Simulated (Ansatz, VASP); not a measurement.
Two plane-wave programs on Mn3AlN4

```xyz
8
Lattice="-2.1529 2.1529 4.2901 2.1529 -2.1529 4.2901 2.1529 2.1529 -4.2901" Properties=species:S:1:pos:R:3 pbc="T T T"
Mn    2.1529    0.0000    2.1451
Mn    0.0000    2.1529    2.1451
Mn    0.0000    0.0000    4.2901
Al    0.0000    0.0000    0.0000
N     1.0572   -1.0572    5.3858
N    -1.0572    1.0572    5.3858
N     1.0957    1.0957   -1.0957
N     1.0572    1.0572    3.1944
```

Alike in both runs: functional PBE; k mesh 10 × 10 × 10; occupations gaussian, width 0.1 eV; no spin polarisation.

Ansatz relaxed the structure, and its values are those at the end. VASP's run is a single point on that final structure, the one shown.

|  | VASP | Ansatz |
| --- | --- | --- |
| version | VASP 6.6.1 | Ansatz 0.2.0 |
| potentials or method | VASP PAW PBE potentials, release 64 (Mn_pv, Al, N), cutoff 520 eV | scalar-relativistic, plane waves, PAW |
| valence electrons in the cell | 62 | 68 |

|  | VASP | Ansatz | Ansatz less VASP |
| --- | --- | --- | --- |
| gap on the k mesh at the Fermi level (eV) | none | none | - |
| pressure (GPa) | 0.5 | 0.0 | -0.49 |
| rms of the force components (eV/Å) | 0.023 | 0.001 | -0.0221 |

A gap of «none» marks a metal or a gap that the smearing closes. With one functional, cell and mesh, what is left measures potentials, basis and numerics. VASP's potentials hold 62 valence electrons a cell and Ansatz's 68, so a difference there can come from the potentials and not from the codes.
